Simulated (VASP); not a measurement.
# K2HfSe3 (P-4m2) in VASP: notebook

K2HfSe3 is run at these levels: PBE; tasks: relaxation of cell and atoms, single point.

Everything below comes from runs of VASP 6.6.1. Logs are shortened: lines on timing, memory, paths and dates and some standing lists are left out, and cuts for length are marked.

### Step 1. The cell of the first run

It takes space group P-4m2 (No. 115, tetragonal). The conventional cell has a = 4.286 Å, b = 4.286 Å, c = 9.441 Å, α = 90.00°, β = 90.00°, γ = 90.00°. Within 4.3 Å of K (site symmetry 2mm) lie 7 Se at 3.22 to 3.39 Å and 2 Hf at 3.28 Å and 4 K at 4.29 Å. Hf (site symmetry -4m2) has 4 Se at 3.03 Å and 4 K at 3.28 Å within 4.0 Å. Se (site symmetry -4m2) has 4 Hf at 3.03 Å and 4 K at 3.28 Å within 4.0 Å. Within 4.3 Å of Se (site symmetry 2mm) lie 5 K at 3.22 to 3.39 Å and 10 Se at 3.80 to 4.29 Å and 2 Hf at 4.17 Å.

The cell was generated, and may not be a known phase.

### Step 2. Relaxation of cell and atoms, PBE

INCAR

```
SYSTEM = K2HfSe3
ALGO = Normal
EDIFF = 1E-6
EDIFFG = -0.04
ENCUT = 600
GGA = PE
IBRION = 2
ISIF = 3
ISMEAR = 0
LASPH = .True.
LCHARG = .False.
LREAL = .False.
LWAVE = .False.
NELM = 100
NSW = 90
PREC = Accurate
SIGMA = 0.1
```

KPOINTS

```
k-points
0
Gamma
  4 4 2
  0 0 0
```

POSCAR

```
K2HfSe3
1.0
    4.2855269000      0.0000000000      0.0000000000
    0.0000000000      4.2855269000      0.0000000000
    0.0000000000      0.0000000000      9.4411036100
K Hf Se
2 1 3
Direct
    0.0000000000      0.5000000000      0.7376120100
    0.5000000000      0.0000000000      0.2623879900
    0.0000000000      0.0000000000      0.0000000000
    0.5000000000      0.5000000000      0.0000000000
    0.0000000000      0.5000000000      0.3786259900
    0.5000000000      0.0000000000      0.6213740100
```

Potentials or basis: VASP PAW PBE potentials, release 64 (K_sv, Hf_pv, Se).

Run with:

```
cat potpaw_PBE.64/K_sv/POTCAR potpaw_PBE.64/Hf_pv/POTCAR potpaw_PBE.64/Se/POTCAR > POTCAR
mpirun -np 1 vasp_std > vasp.out
```

OUTCAR:

```text
SYSTEM = K2HfSe3
   EDIFF = 1E-6
   EDIFFG = -0.04
   ENCUT = 600
   GGA = PE
   IBRION = 2
   ISIF = 3
   ISMEAR = 0
   LASPH = .True.
   LREAL = .False.
   NELM = 100
   NSW = 90
   PREC = Accurate

 ion  position               nearest neighbor table
   1  0.000  0.500  0.738-   6 3.22   6 3.22   6 3.22   6 3.22   4 3.28   4 3.28   3 3.28   3 3.28

   2  0.500  0.000  0.262-   5 3.22   5 3.22   5 3.22   5 3.22   4 3.28   3 3.28   3 3.28   4 3.28

   3  0.000  0.000  0.000-   4 3.03   4 3.03   4 3.03   4 3.03   2 3.28   2 3.28   1 3.28   1 3.28

   4  0.500  0.500  0.000-   3 3.03   3 3.03   3 3.03   3 3.03   2 3.28   1 3.28   1 3.28   2 3.28

   5  0.000  0.500  0.379-   2 3.22   2 3.22   2 3.22   2 3.22
   6  0.500  0.000  0.621-   1 3.22   1 3.22   1 3.22   1 3.22

  LATTYP: Found a simple tetragonal cell.
 ALAT       =     4.2855269000
 C/A-ratio  =     2.2030204991

  Lattice vectors:

 A1 = (   4.2855269000,   0.0000000000,   0.0000000000)
 A2 = (   0.0000000000,   4.2855269000,   0.0000000000)
 A3 = (   0.0000000000,   0.0000000000,   9.4411036100)

Analysis of symmetry for initial positions (statically):
=====================================================================
 Subroutine PRICEL returns:
 Original cell was already a primitive cell.

 Routine SETGRP: Setting up the symmetry group for a
 simple tetragonal supercell.

 Subroutine GETGRP returns: Found  8 space group operations
 (whereof  8 operations were pure point group operations)
 out of a pool of 16 trial point group operations.

The static configuration has the point symmetry D_2d.

Analysis of symmetry for dynamics (positions and initial velocities):
=====================================================================
 Subroutine PRICEL returns:
 Original cell was already a primitive cell.

 Routine SETGRP: Setting up the symmetry group for a
 simple tetragonal supercell.

 Subroutine GETGRP returns: Found  8 space group operations
 (whereof  8 operations were pure point group operations)
 out of a pool of 16 trial point group operations.

The dynamic configuration has the point symmetry D_2d.

 Subroutine INISYM returns: Found  8 space group operations
 (whereof  8 operations are pure point group operations),
 and found     1 'primitive' translations

----------------------------------------------------------------------------------------

                                     Primitive cell

  volume of cell :     173.3929

  direct lattice vectors                    reciprocal lattice vectors
     4.285526900  0.000000000  0.000000000     0.233343536  0.000000000  0.000000000
     0.000000000  4.285526900  0.000000000     0.000000000  0.233343536  0.000000000
     0.000000000  0.000000000  9.441103610     0.000000000  0.000000000  0.105919821

  length of vectors
     4.285526900  4.285526900  9.441103610     0.233343536  0.233343536  0.105919821

  position of ions in fractional coordinates (direct lattice)
     0.000000000  0.500000000  0.737612010
     0.500000000  0.000000000  0.262387990
     0.000000000  0.000000000  0.000000000
     0.500000000  0.500000000  0.000000000
     0.000000000  0.500000000  0.378625990
     0.500000000  0.000000000  0.621374010

  ion indices of the primitive-cell ions
   primitive index   ion index
                 1           1
                 2           2
                 3           3
                 4           4
                 5           5
                 6           6

----------------------------------------------------------------------------------------

 KPOINTS: k-points

Automatic generation of k-mesh.
 Grid dimensions read from file:
 generate k-points for:    4    4    2

 Generating k-lattice:

  Cartesian coordinates                     Fractional coordinates (reciprocal lattice)
     0.058335884  0.000000000  0.000000000     0.250000000  0.000000000  0.000000000
     0.000000000  0.058335884  0.000000000     0.000000000  0.250000000  0.000000000
     0.000000000  0.000000000  0.052959910     0.000000000  0.000000000  0.500000000

  Length of vectors
     0.058335884  0.058335884  0.052959910

  Shift w.r.t. Gamma in fractional coordinates (k-lattice)
     0.000000000  0.000000000  0.000000000

 Subroutine IBZKPT returns following result:
 ===========================================

 Found     12 irreducible k-points:

 Following reciprocal coordinates:
            Coordinates               Weight
  0.000000  0.000000  0.000000      1.000000
  0.250000  0.000000  0.000000      4.000000
  0.500000  0.000000  0.000000      2.000000
  0.250000  0.250000  0.000000      4.000000
  0.500000  0.250000  0.000000      4.000000
  0.500000  0.500000  0.000000      1.000000
  0.000000  0.000000  0.500000      1.000000
  0.250000  0.000000  0.500000      4.000000
  0.500000  0.000000  0.500000      2.000000
  0.250000  0.250000  0.500000      4.000000
  0.500000  0.250000  0.500000      4.000000
  0.500000  0.500000  0.500000      1.000000
   k-points           NKPTS =     12   k-points in BZ     NKDIM =     12   number of bands    NBANDS=     27
   number of dos      NEDOS =    301   number of ions     NIONS =      6
   total plane-waves  NPLWV = 103680
   dimension x,y,z NGX =    36 NGY =   36 NGZ =   80
   dimension x,y,z NGXF=    72 NGYF=   72 NGZF=  160
   ions per type =               2   1   3
   NGX,Y,Z   is equivalent  to a cutoff of  13.97, 13.97, 14.09 a.u.
   NGXF,Y,Z  is equivalent  to a cutoff of  27.93, 27.93, 28.17 a.u.
 SYSTEM =  K2HfSe3
   PREC   = accura    normal or accurate (medium, high low for compatibility)
   ISTART =      0    job   : 0-new  1-cont  2-samecut
   ICHARG =      2    charge: 1-file 2-atom 10-const
   ISPIN  =      1    spin polarized calculation?
   LNONCOLLINEAR =      F non collinear calculations
   LSORBIT =      F    spin-orbit coupling
   LASPH  =      T    aspherical Exc in radial PAW
   ENCUT  =  600.0 eV  44.10 Ry    6.64 a.u.   8.56  8.56 18.86*2*pi/ulx,y,z
   NELM   =    100;   NELMIN=  2; NELMDL= -5     # of ELM steps
   EDIFF  = 0.1E-05   stopping-criterion for ELM
   LREAL  =      F    real-space projection
   EDIFFG = -.4E-01   stopping-criterion for IOM
   NSW    =     90    number of steps for IOM
   IBRION =      2    ionic relax: 0-MD 1-quasi-New 2-CG
   NFREE  =      1    steps in history (QN), initial steepest desc. (CG)
   ISIF   =      3    stress and relaxation
   ISYM   =      2    0-nonsym 1-usesym 2-fastsym
   POTIM  = 0.5000    time-step for ionic-motion
   TEBEG  =    0.0;   TEEND  =   0.0 temperature during run
   PSTRESS=    0.0 pullay stress
   NELECT =      46.0000    total number of electrons
   NUPDOWN=      -1.0000    fix difference up-down
   EMIN   =  10.00;   EMAX   =-10.00  energy-range for DOS
   EFERMI =   0.00;   METHOD = LEGACY
   ISMEAR =     0;   SIGMA  =   0.10  broadening in eV -4-tet -1-fermi 0-gaus
   EFERMI_NEDOS =   21; number of points for ismear=-14 and -15
   IALGO  =     38    algorithm
   IMIX   =      4    mixing-type and parameters
     AMIX     =   0.40;   BMIX     =  1.00
     AMIX_MAG =   1.60;   BMIX_MAG =  1.00
  volume/ion in A,a.u.               =      28.90       195.02
  Fermi-wavevector in a.u.,A,eV,Ry     =   1.051922  1.987845 15.055401  1.106541
  Thomas-Fermi vector in A             =   2.186985
   LORBIT       =      0    0 simple, 1 ext, 2 COOP (PROOUT), +10 PAW based schemes
   GGA     = PE    functional components
   LHFCALC =     F    Hartree Fock is set to
   AEXX    =    0.0000 exact exchange contribution
   IVDW    =     0    specifies the selected vdW correction
   LEPSILON=     F    determine dielectric tensor
   LRPA    =     F    only Hartree local field effects (RPA)
 conjugate gradient relaxation of ions
 non-spin polarized calculation
 Gauss-broadening in eV      SIGMA  =   0.10
  energy-cutoff  :      600.00
  volume of cell :      173.39
 maximum number of plane-waves:      5820
 NGX is ok and might be reduce to    36
   NGX = 17   NGY = 17   NGZ = 37

--------------------------------------- Ionic step        1  -------------------------------------------

 number of electron      45.9999996 magnetization

 Free energy of the ion-electron system (eV)
  ---------------------------------------------------
  ext. energy  EPLUGINS =         0.00000000
  ---------------------------------------------------
  free energy    TOTEN  =       -22.17650551 eV

  energy without entropy =      -22.13287173  energy(sigma->0) =      -22.15468862

------------------------ aborting loop because EDIFF is reached ----------------------------------------

  FORCE on cell =-STRESS in cart. coord.  units (eV):
  Direction    XX          YY          ZZ          XY          YZ          ZX
  --------------------------------------------------------------------------------------
  -------------------------------------------------------------------------------------
  Total       -4.1324718     -4.1324718      1.4791771      0.0000000      0.0000000      0.0000000
  in kB      -38.1846900    -38.1846900     13.6678295      0.0000000      0.0000000      0.0000000
  external PRESSURE =     -20.9005168 kB  Pullay stress =       0.0000000 kB
[... 101 lines left out ...]
  FREE ENERGIE OF THE ION-ELECTRON SYSTEM (eV)
  ---------------------------------------------------
  free  energy   TOTEN  =       -22.7645418790 eV

  energy  without entropy=      -22.7402292134  energy(sigma->0) =      -22.75238555

 E-fermi :   4.5550     XC(G=0): -10.0961

 val. band max:        4.4598186045   @ k =   0.2500   0.2500   0.0000
 cond. band min:       4.6191245883   @ k =   0.0000   0.0000   0.0000
 fundamental gap:      0.1593059838
 Fermi energy:         4.5549615635

 k-point     1 :       0.0000    0.0000    0.0000
  band No.  band energies     occupation
      1     -28.4076      2.00000
      2     -28.3420      2.00000
      3     -28.3420      2.00000
      4     -25.5985      2.00000
      5     -25.3770      2.00000
      6     -10.5065      2.00000
[... 349 lines left out ...]
     26       5.5514      0.00000
     27       6.3556      0.00000

 E-fermi :   3.7304     XC(G=0):  -9.7580

 val. band max:        3.6320747709   @ k =   0.5000   0.5000   0.0000
 cond. band min:       3.8044378843   @ k =   0.0000   0.0000   0.0000
 fundamental gap:      0.1723631134
 Fermi energy:         3.7304181858

 k-point     1 :       0.0000    0.0000    0.0000
  band No.  band energies     occupation
      1     -29.3317      2.00000
      2     -29.2870      2.00000
      3     -29.2870      2.00000
      4     -25.9269      2.00000
      5     -25.8120      2.00000
      6     -10.3047      2.00000
[... 349 lines left out ...]
     26       4.5597      0.00000
     27       5.3965      0.00000

[... ionic steps 4 to 34 ...]

--------------------------------------- Ionic step       35  -------------------------------------------

 number of electron      45.9999994 magnetization

------------------------ aborting loop because EDIFF is reached ----------------------------------------
[... 75 lines left out ...]
--------------------------------------- Ionic step       37  -------------------------------------------

 number of electron      45.9999997 magnetization

 Free energy of the ion-electron system (eV)
  ---------------------------------------------------
  ext. energy  EPLUGINS =         0.00000000
  ---------------------------------------------------
  free energy    TOTEN  =       -26.71893822 eV

  energy without entropy =      -26.71044955  energy(sigma->0) =      -26.71469389

 E-fermi :   3.6973     XC(G=0):  -9.1331

 val. band max:        3.6892428543   @ k =   0.0000   0.0000   0.0000
 cond. band min:       3.7368049546   @ k =   0.5000   0.5000   0.5000
 fundamental gap:      0.0475621003
 Fermi energy:         3.6972961996

 k-point     1 :       0.0000    0.0000    0.0000
  band No.  band energies     occupation
      1     -29.1890      2.00000
      2     -29.1264      2.00000
      3     -29.1264      2.00000
      4     -27.3619      2.00000
      5     -27.3276      2.00000
      6     -11.2412      2.00000
[... 382 lines left out ...]
  FREE ENERGIE OF THE ION-ELECTRON SYSTEM (eV)
  ---------------------------------------------------
  free  energy   TOTEN  =       -26.7189382194 eV

  energy  without entropy=      -26.7104495508  energy(sigma->0) =      -26.71469389

 reached required accuracy - stopping structural energy minimisation
```

Wall time 29 min (1 thread of Intel Xeon Platinum 8559C (Emerald Rapids), shared host); peak memory 0.38 GiB.

Results:

| Item | Value |
| --- | --- |
| Free energy | -26.7189 eV |
| Relaxed volume | 26.16 Å³/atom |
| Relaxed cell | a = 4.078 Å, b = 4.078 Å, c = 9.441 Å, α = 90.00°, β = 90.00°, γ = 90.00° |
| Space group after relaxing (to 0.1 Å) | P-4m2 (No. 115) |
| Pressure after relaxing | 0.1 GPa |
| Largest force after relaxing | 0.011 eV/Å |
| Band gap on the k mesh | zero (bands 23 and 24 overlap by 0.38 eV) |

Forces on the atoms (eV/Å):
```
K    0.000  0.000  0.011
K    0.000  0.000 -0.011
Hf   0.000  0.000  0.000
Se   0.000  0.000  0.000
Se   0.000  0.000  0.006
Se   0.000  0.000 -0.006
```

Stress tensor (GPa, compression positive):
```
0.10 0.00 0.00
0.00 0.10 0.00
0.00 0.00 0.21
```

Final structure:
```yaml
crystal:
  lattice:
    - [4.07761, 0.00000, 0.00000]
    - [0.00000, 4.07761, 0.00000]
    - [0.00000, 0.00000, 9.44096]
  atoms:
    - { symbol: K, position: [0.00000, 0.50000, 0.63796] }
    - { symbol: K, position: [0.50000, 0.00000, 0.36204] }
    - { symbol: Hf, position: [0.00000, 0.00000, 0.00000] }
    - { symbol: Se, position: [0.50000, 0.50000, 0.00000] }
    - { symbol: Se, position: [0.00000, 0.50000, 0.23939] }
    - { symbol: Se, position: [0.50000, 0.00000, 0.76061] }
```

Caveat: the k points lie up to 0.39 Å⁻¹ apart in the final cell; spin-orbit coupling is left out, which moves the levels of the heavy elements.

### Step 3. Single point, PBE

This run uses another cell than the first one, of 26.24 Å³/atom.

INCAR

```
ALGO = Normal
EDIFF = 1E-7
ENCUT = 520
GGA = PE
ISIF = 2
ISMEAR = 0
LASPH = True
LCHARG = False
LREAL = False
LWAVE = False
NBANDS = 32
NELM = 100
PREC = Accurate
SIGMA = 0.1
```

KPOINTS

```
k-points
0
Gamma
  10 10 4
```

POSCAR

```
K2HfSe3
1.0
    4.0651868575      0.0000000000      0.0000000000
    0.0000000000      4.0651868575      0.0000000000
    0.0000000000      0.0000000000      9.5274134100
K Hf Se
2 1 3
Direct
    0.0000000000      0.5000000000      0.6381404862
    0.5000000000      0.0000000000      0.3618595138
    0.0000000000      0.0000000000      0.0000000000
    0.5000000000      0.5000000000      0.0000000000
    0.0000000000      0.5000000000      0.2398347946
    0.5000000000      0.0000000000      0.7601652054
```

Potentials or basis: VASP PAW PBE potentials, release 64 (K_sv, Hf_pv, Se).

Run with:

```
cat potpaw_PBE.64/K_sv/POTCAR potpaw_PBE.64/Hf_pv/POTCAR potpaw_PBE.64/Se/POTCAR > POTCAR
mpirun -np 1 vasp_std > vasp.out
```

Run time: 4.5 min. Hardware: 1 thread of Intel Xeon Platinum 8559C (Emerald Rapids), shared host; peak memory 0.44 GiB.

Results (log left out):

| Quantity | Value |
| --- | --- |
| Free energy | -26.7728 eV |
| Pressure | -0.1 GPa |
| Largest force | 0.032 eV/Å |
| Band gap on the k mesh | zero (bands 23 and 24 overlap by 0.38 eV) |

Forces on the atoms (eV/Å):
```
K    0.000  0.000 -0.010
K    0.000  0.000  0.010
Hf   0.000  0.000  0.000
Se   0.000  0.000  0.000
Se   0.000  0.000 -0.032
Se   0.000  0.000  0.032
```

Levels at points of the mesh, in eV from the Fermi level:
```csv
k point,band 20,band 21,band 22,band 23,band 24,band 25,band 26,band 27
"(0.00, 0.00, 0.00)",-2.49,-2.42,-0.82,-0.82,-0.03,0.04,0.24,0.47
"(0.50, 0.00, 0.00)",-2.43,-2.18,-1.36,-0.82,0.79,1.13,1.18,1.41
"(0.50, 0.50, 0.00)",-2.62,-2.62,-2.48,-0.02,0.51,1.21,1.21,1.62
"(0.00, 0.00, 0.50)",-2.47,-2.47,-0.84,-0.84,-0.40,0.04,0.36,0.92
"(0.50, 0.00, 0.50)",-2.43,-2.20,-1.35,-0.60,0.81,1.08,1.09,1.36
"(0.50, 0.50, 0.50)",-2.52,-2.52,-2.50,-0.05,0.51,0.95,0.95,1.62
```

Caveat: spin-orbit coupling is left out, which moves the levels of the heavy elements.

The gap in the log of VASP goes by the Fermi energy; the results here count the filled bands.